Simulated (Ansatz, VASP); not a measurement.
Sn in VASP and in Ansatz

The input INCAR:

```
SYSTEM = Sn
PREC = Accurate
ENCUT = 520
EDIFF = 1E-6
ISMEAR = -1
SIGMA = 0.02
LREAL = .False.
LASPH = .True.
NELM = 100
ALGO = Normal
ISIF = 2
LWAVE = .False.
LCHARG = .False.
GGA = PE
NBANDS = 36
```

The input KPOINTS:

```
Automatic mesh
0
Gamma
  6 6 4
  0 0 0
```

The input POSCAR:

```
Sn
1.0
    4.6614851832      0.0000000000      0.0000000000
   -2.3307425916      4.0369645880      0.0000000000
    0.0000000000      0.0000000000      7.5968090641
Sn
4
Direct
    0.3333333333      0.6666666667     -0.0008172485
    0.6666666667      0.3333333333      0.4991827515
    0.3333333333      0.6666666667      0.3758172485
    0.6666666667      0.3333333333      0.8758172485
```

Input for Ansatz:

```yaml
crystal:
  lattice:
    - [4.6614851832, 0.0, 0.0]
    - [-2.3307425916, 4.036964588, 0.0]
    - [0.0, 0.0, 7.5968090641]
  atoms:
    - { symbol: Sn, position: [0.3333333333, 0.6666666667, -0.0008172485] }
    - { symbol: Sn, position: [0.6666666667, 0.3333333333, 0.4991827515] }
    - { symbol: Sn, position: [0.3333333333, 0.6666666667, 0.3758172485] }
    - { symbol: Sn, position: [0.6666666667, 0.3333333333, 0.8758172485] }
kpoints:
  mp_grid: { grid: [6, 6, 4] }
hamiltonian:
  xc: pbe
scf:
  occupations: { method: fermi_dirac, width: 0.02 }
  n_extra_bands: 5
output:
  forces: true
  stress: true
  eigenvalues: true
```

Alike in both runs: task single point; functional PBE; k mesh 6 × 6 × 4; occupations fermi-dirac, width 0.02 eV; no spin polarisation.

|  | VASP | Ansatz |
| --- | --- | --- |
| version | VASP 6.6.1 | Ansatz 0.2.0 |
| potentials or method | VASP PAW PBE potentials, release 64 (Sn_d) | plane waves, PAW |
| plane-wave cutoff (eV) | 520 | 420 |
| valence electrons in the cell | 56 | 56 |

|  | VASP | Ansatz | Ansatz less VASP |
| --- | --- | --- | --- |
| pressure (GPa) | 1.1 | 1.2 | +0.05 |
